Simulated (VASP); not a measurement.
# LiTbH4 (Cmmm) in VASP: relaxation of cell and atoms with PBE

Aim: the relaxation of cell and atoms of LiTbH4 with PBE.

Everything below comes from runs of VASP 6.6.1. Logs are shortened: lines on timing, memory, paths and dates and some standing lists are left out, and cuts for length are marked.

**1. The cell of the first run**

Symmetry: Cmmm, No. 65, orthorhombic system. The conventional cell has a = 4.585 Å, b = 5.887 Å, c = 3.704 Å, α = 90.00°, β = 90.00°, γ = 90.00°. Li (site symmetry mmm) has 8 H at 1.87 to 2.04 Å within 2.5 Å. Tb (site symmetry mmm) has 14 H at 2.09 to 2.63 Å within 2.8 Å. Within 2.3 Å of H (site symmetry m2m) lie 5 H at 1.71 to 2.26 Å and 2 Li at 2.04 Å and 1 Tb at 2.09 Å. H (site symmetry 2/m) has 2 Li at 1.87 Å and 6 H at 2.26 to 2.29 Å within 2.5 Å.

The cell was generated, and may not be a known phase.

**2. Relaxation of cell and atoms, PBE**

Input file INCAR:

```
PREC = Accurate
ENCUT = 750
EDIFF = 1E-7
ISMEAR = 0
SIGMA = 0.1
LREAL = False
LASPH = True
NELM = 200
ALGO = Normal
ISIF = 3
LWAVE = False
LCHARG = False
GGA = PE
IBRION = 2
NSW = 100
EDIFFG = -0.01
GGA_COMPAT = False
NELMIN = 4
LMAXMIX = 6
```

Input file KPOINTS:

```
Automatic mesh
0
Gamma
  10 10 10
```

Input file POSCAR:

```
LiTbH4
1.0
    2.2926168689     -2.9433872362      0.0000000000
    2.2926168689      2.9433872362      0.0000000000
    0.0000000000      0.0000000000      3.7035111735
Li Tb H
1 1 4
Direct
    0.0000000000      0.0000000000      0.5000000000
    0.5000000000      0.5000000000      0.0000000000
    0.1454663085      0.8545336915      0.0000000000
    0.8545336915      0.1454663085      0.0000000000
    0.0000000000      0.5000000000      0.5000000000
    0.5000000000      0.0000000000      0.5000000000
```

Potentials or basis: VASP PAW PBE potentials, release 64 (Li_sv, Tb_3, H), 4f in core.

Launch:

```
cat potpaw_PBE.64/Li_sv/POTCAR potpaw_PBE.64/Tb_3/POTCAR potpaw_PBE.64/H/POTCAR > POTCAR
mpirun -np 1 vasp_std > vasp.out
```

OUTCAR:

```text
PREC = Accurate
   ENCUT = 750
   EDIFF = 1E-7
   ISMEAR = 0
   LREAL = False
   LASPH = True
   NELM = 200
   ISIF = 3
   GGA = PE
   IBRION = 2
   NSW = 100
   EDIFFG = -0.01
   NELMIN = 4

 ion  position               nearest neighbor table
   1  0.000  0.000  0.500-   2 2.95   2 2.95   2 2.95   2 2.95
   2  0.500  0.500  0.000-   3 2.09   4 2.09   1 2.95   1 2.95   1 2.95   1 2.95
   3  0.145  0.855  0.000-   2 2.09
   4  0.855  0.145  0.000-   2 2.09
   5  0.000  0.500  0.500-
   6  0.500  0.000  0.500-

  LATTYP: Found a base centered orthorhombic cell.
 ALAT       =     4.5852337378
 B/A-ratio  =     1.2838548281
 C/A-ratio  =     0.8077039002

  Lattice vectors:

 A1 = (   2.2926168689,  -2.9433872362,   0.0000000000)
 A2 = (   2.2926168689,   2.9433872362,   0.0000000000)
 A3 = (   0.0000000000,   0.0000000000,   3.7035111735)

Analysis of symmetry for initial positions (statically):
=====================================================================
 Subroutine PRICEL returns:
 Original cell was already a primitive cell.

 Routine SETGRP: Setting up the symmetry group for a
 base centered orthorhombic supercell.

 Subroutine GETGRP returns: Found  8 space group operations
 (whereof  8 operations were pure point group operations)
 out of a pool of  8 trial point group operations.

The static configuration has the point symmetry D_2h.

Analysis of symmetry for dynamics (positions and initial velocities):
=====================================================================
 Subroutine PRICEL returns:
 Original cell was already a primitive cell.

 Routine SETGRP: Setting up the symmetry group for a
 base centered orthorhombic supercell.

 Subroutine GETGRP returns: Found  8 space group operations
 (whereof  8 operations were pure point group operations)
 out of a pool of  8 trial point group operations.

The dynamic configuration has the point symmetry D_2h.

 Subroutine INISYM returns: Found  8 space group operations
 (whereof  8 operations are pure point group operations),
 and found     1 'primitive' translations

----------------------------------------------------------------------------------------

                                     Primitive cell

  volume of cell :      49.9830

  direct lattice vectors                    reciprocal lattice vectors
     2.292616869 -2.943387236  0.000000000     0.218091390 -0.169872314  0.000000000
     2.292616869  2.943387236  0.000000000     0.218091390  0.169872314  0.000000000
     0.000000000  0.000000000  3.703511173     0.000000000  0.000000000  0.270014036

  length of vectors
     3.730900767  3.730900767  3.703511173     0.276442503  0.276442503  0.270014036

  position of ions in fractional coordinates (direct lattice)
     0.000000000  0.000000000  0.500000000
     0.500000000  0.500000000  0.000000000
     0.145466308  0.854533692  0.000000000
     0.854533692  0.145466308  0.000000000
     0.000000000  0.500000000  0.500000000
     0.500000000  0.000000000  0.500000000

  ion indices of the primitive-cell ions
   primitive index   ion index
                 1           1
                 2           2
                 3           3
                 4           4
                 5           5
                 6           6

----------------------------------------------------------------------------------------

 KPOINTS: Automatic mesh

Automatic generation of k-mesh.
 Grid dimensions read from file:
 generate k-points for:   10   10   10

 Generating k-lattice:

  Cartesian coordinates                     Fractional coordinates (reciprocal lattice)
     0.021809139 -0.016987231  0.000000000     0.100000000  0.000000000  0.000000000
     0.021809139  0.016987231  0.000000000     0.000000000  0.100000000  0.000000000
     0.000000000  0.000000000  0.027001404     0.000000000  0.000000000  0.100000000

  Length of vectors
     0.027644250  0.027644250  0.027001404

  Shift w.r.t. Gamma in fractional coordinates (k-lattice)
     0.000000000  0.000000000  0.000000000

 Subroutine IBZKPT returns following result:
 ===========================================

 Found    186 irreducible k-points:

 Following reciprocal coordinates:
            Coordinates               Weight
  0.000000  0.000000  0.000000      1.000000
  0.100000  0.000000  0.000000      4.000000
  0.200000  0.000000  0.000000      4.000000
  0.300000  0.000000  0.000000      4.000000
  0.400000  0.000000  0.000000      4.000000
  0.500000  0.000000  0.000000      2.000000
[... 16 lines left out ...]
  0.300000  0.300000  0.000000      2.000000
  0.400000  0.300000  0.000000      4.000000
 [... further k-points ...]
   k-points           NKPTS =    186   k-points in BZ     NKDIM =    186   number of bands    NBANDS=     12
   number of dos      NEDOS =    301   number of ions     NIONS =      6
   total plane-waves  NPLWV =  46656
   dimension x,y,z NGX =    36 NGY =   36 NGZ =   36
   dimension x,y,z NGXF=    72 NGYF=   72 NGZF=   72
   ions per type =               1   1   4
   NGX,Y,Z   is equivalent  to a cutoff of  16.04, 16.04, 16.16 a.u.
   NGXF,Y,Z  is equivalent  to a cutoff of  32.08, 32.08, 32.32 a.u.
 SYSTEM =  unknown system
   PREC   = accura    normal or accurate (medium, high low for compatibility)
   ISTART =      0    job   : 0-new  1-cont  2-samecut
   ICHARG =      2    charge: 1-file 2-atom 10-const
   ISPIN  =      1    spin polarized calculation?
   LNONCOLLINEAR =      F non collinear calculations
   LSORBIT =      F    spin-orbit coupling
   LASPH  =      T    aspherical Exc in radial PAW
   ENCUT  =  750.0 eV  55.12 Ry    7.42 a.u.   8.33  8.33  8.27*2*pi/ulx,y,z
   NELM   =    200;   NELMIN=  4; NELMDL= -5     # of ELM steps
   EDIFF  = 0.1E-06   stopping-criterion for ELM
   LREAL  =      F    real-space projection
   EDIFFG = -.1E-01   stopping-criterion for IOM
   NSW    =    100    number of steps for IOM
   IBRION =      2    ionic relax: 0-MD 1-quasi-New 2-CG
   NFREE  =      1    steps in history (QN), initial steepest desc. (CG)
   ISIF   =      3    stress and relaxation
   ISYM   =      2    0-nonsym 1-usesym 2-fastsym
   POTIM  = 0.5000    time-step for ionic-motion
   TEBEG  =    0.0;   TEEND  =   0.0 temperature during run
   PSTRESS=    0.0 pullay stress
   NELECT =      16.0000    total number of electrons
   NUPDOWN=      -1.0000    fix difference up-down
   EMIN   =  10.00;   EMAX   =-10.00  energy-range for DOS
   EFERMI =   0.00;   METHOD = LEGACY
   ISMEAR =     0;   SIGMA  =   0.10  broadening in eV -4-tet -1-fermi 0-gaus
   EFERMI_NEDOS =   21; number of points for ismear=-14 and -15
   IALGO  =     38    algorithm
   IMIX   =      4    mixing-type and parameters
     AMIX     =   0.40;   BMIX     =  1.00
     AMIX_MAG =   1.60;   BMIX_MAG =  1.00
  volume/ion in A,a.u.               =       8.33        56.22
  Fermi-wavevector in a.u.,A,eV,Ry     =   1.119886  2.116278 17.063687  1.254146
  Thomas-Fermi vector in A             =   2.256529
   LORBIT       =      0    0 simple, 1 ext, 2 COOP (PROOUT), +10 PAW based schemes
   GGA     = PE    functional components
   LHFCALC =     F    Hartree Fock is set to
   AEXX    =    0.0000 exact exchange contribution
   IVDW    =     0    specifies the selected vdW correction
   LEPSILON=     F    determine dielectric tensor
   LRPA    =     F    only Hartree local field effects (RPA)
 conjugate gradient relaxation of ions
 non-spin polarized calculation
 Gauss-broadening in eV      SIGMA  =   0.10
  energy-cutoff  :      750.00
  volume of cell :       49.98
 maximum number of plane-waves:      2359
 NGX is ok and might be reduce to    36
   NGX = 17   NGY = 17   NGZ = 17

--------------------------------------- Ionic step        1  -------------------------------------------

 number of electron      16.0000001 magnetization

 Free energy of the ion-electron system (eV)
  ---------------------------------------------------
  ext. energy  EPLUGINS =         0.00000000
  ---------------------------------------------------
  free energy    TOTEN  =       -21.47030607 eV

  energy without entropy =      -21.46895051  energy(sigma->0) =      -21.46962829

------------------------ aborting loop because EDIFF is reached ----------------------------------------

  FORCE on cell =-STRESS in cart. coord.  units (eV):
  Direction    XX          YY          ZZ          XY          YZ          ZX
  --------------------------------------------------------------------------------------
  -------------------------------------------------------------------------------------
  Total       -0.1266845      0.1103301      0.1306519      0.0000000      0.0000000      0.0000000
  in kB       -4.0607999      3.5365668      4.1879725      0.0000000      0.0000000      0.0000000
  external PRESSURE =       1.2212465 kB  Pullay stress =       0.0000000 kB
[... 105 lines left out ...]
  energy  without entropy=      -21.4695657587  energy(sigma->0) =      -21.47020382

--------------------------------------- Ionic step        4  -------------------------------------------

 number of electron      16.0000001 magnetization

 Free energy of the ion-electron system (eV)
  ---------------------------------------------------
  ext. energy  EPLUGINS =         0.00000000
  ---------------------------------------------------
  free energy    TOTEN  =       -21.47097757 eV

  energy without entropy =      -21.46972927  energy(sigma->0) =      -21.47035342

 E-fermi :   3.6829     XC(G=0): -10.1463

 val. band max:        3.6470344527   @ k =  -0.4000   0.4000   0.2000
 cond. band min:       3.6898097191   @ k =   0.4000   0.4000   0.2000
 fundamental gap:      0.0427752664
 Fermi energy:         3.6829129520

 k-point     1 :       0.0000    0.0000    0.0000
  band No.  band energies     occupation
      1     -42.6165      2.00000
      2     -19.4563      2.00000
      3     -19.4237      2.00000
      4     -19.1303      2.00000
      5      -5.5453      2.00000
      6      -0.4494      2.00000
      7       0.6243      2.00000
      8       2.8541      2.00000
      9       5.8056      0.00000
     10       7.0349      0.00000
     11       7.2533      0.00000
     12       7.3999      0.00000
[... 331 lines left out ...]
 k-point    24 :       0.4000    0.3000    0.0000
  band No.  band energies     occupation
      1     -42.6151      2.00000
      2     -19.6351      2.00000
      3     -19.4115      2.00000
      4     -19.3837      2.00000
      5      -2.8112      2.00000
      6      -2.2403      2.00000
      7      -0.3378      2.00000
      8       3.5123      1.98418
      9       4.4938      0.00000
     10       4.9985      0.00000
     11       5.7869      0.00000
     12       7.3953      0.00000

 [... further k-points ...]

------------------------ aborting loop because EDIFF is reached ----------------------------------------

  FORCE on cell =-STRESS in cart. coord.  units (eV):
  Direction    XX          YY          ZZ          XY          YZ          ZX
  --------------------------------------------------------------------------------------
  -------------------------------------------------------------------------------------
  Total       -0.0241529     -0.0303949      0.0439161     -0.0000000      0.0000000      0.0000000
  in kB       -0.7731342     -0.9729415      1.4057547     -0.0000000      0.0000000      0.0000000
  external PRESSURE =      -0.1134403 kB  Pullay stress =       0.0000000 kB
[... 21 lines left out ...]
  FREE ENERGIE OF THE ION-ELECTRON SYSTEM (eV)
  ---------------------------------------------------
  free  energy   TOTEN  =       -21.4709775666 eV

  energy  without entropy=      -21.4697292727  energy(sigma->0) =      -21.47035342

 reached required accuracy - stopping structural energy minimisation
```

Run time: 6.5 min. Hardware: 1 thread of Intel Xeon Platinum 8375C at 2.90GHz (Ice Lake), shared host; peak memory 0.4 GiB.

What came out:

```yaml
Free_energy: -21.4710 eV
Relaxed_volume: 8.34 Å³/atom
Relaxed_cell: a = 3.729 Å, b = 3.729 Å, c = 3.715 Å, α = 90.00°, β = 90.00°, γ = 104.39°
Space_group_after_relaxing_to_0.1_Å: Cmmm (No. 65)
Energy_gained_by_relaxing: 0.1 meV/atom
Ionic_steps: 4
Pressure_after_relaxing: 0.0 GPa
Largest_force_after_relaxing: 0.005 eV/Å
Band_gap_on_the_k_mesh: zero (bands 8 and 9 overlap by 1.06 eV)
```

Forces on the atoms (eV/Å):
```
Li   0.000  0.000  0.000
Tb   0.000  0.000  0.000
H    0.000 -0.005  0.000
H    0.000  0.005  0.000
H    0.000  0.000  0.000
H    0.000  0.000  0.000
```

Step by step:
| step | energy change (eV) | largest force (eV/Å) | pressure (GPa) | volume (Å³) |
| --- | --- | --- | --- | --- |
| 1 | 0.0000 | 0.0395 | 0.12 | 49.98 |
| 2 | -0.0004 | 0.0164 | 0.02 | 50.03 |
| 3 | -0.0005 | 0.0067 | -0.08 | 50.08 |
| 4 | -0.0007 | 0.0055 | -0.01 | 50.05 |

Final structure:
```cif
data_structure
_symmetry_space_group_name_H-M 'P 1'
_symmetry_Int_Tables_number 1
_cell_length_a 3.7294
_cell_length_b 3.7294
_cell_length_c 3.7152
_cell_angle_alpha 90.000
_cell_angle_beta 90.000
_cell_angle_gamma 104.389
_cell_volume 50.05
loop_
_atom_site_label
_atom_site_type_symbol
_atom_site_fract_x
_atom_site_fract_y
_atom_site_fract_z
_atom_site_occupancy
Li1 Li 0.00000 0.00000 0.50000 1
Tb1 Tb 0.50000 0.50000 0.00000 1
H1 H 0.14478 0.85522 0.00000 1
H2 H 0.85522 0.14478 0.00000 1
H3 H 0.00000 0.50000 0.50000 1
H4 H 0.50000 0.00000 0.50000 1
```

Levels at points of the mesh, in eV from the Fermi level:
```csv
k point,band 6,band 7,band 8,band 9,band 10,band 11
"(0.00, 0.00, 0.00)",-4.13,-3.06,-0.83,2.12,3.35,3.57
"(0.50, 0.00, 0.00)",-6.30,-2.57,-1.74,0.68,1.35,3.68
"(0.50, 0.50, 0.00)",-6.06,-3.25,-1.25,0.68,1.50,2.18
"(0.00, 0.00, 0.50)",-5.85,-1.25,-0.07,-0.04,0.38,1.67
"(0.50, 0.00, 0.50)",-5.30,-4.50,-4.11,1.49,1.80,4.89
"(0.50, 0.50, 0.50)",-6.19,-4.32,-2.20,2.75,4.55,4.88
```

Caveat: spin-orbit coupling is left out, which moves the levels of the heavy elements; the 4f electrons are frozen in the core, so they carry no moment and show no levels. Spin polarisation is off, so any magnetic state and its effect on volume and gap are missing.

The gap in the log of VASP goes by the Fermi energy; the results here count the filled bands.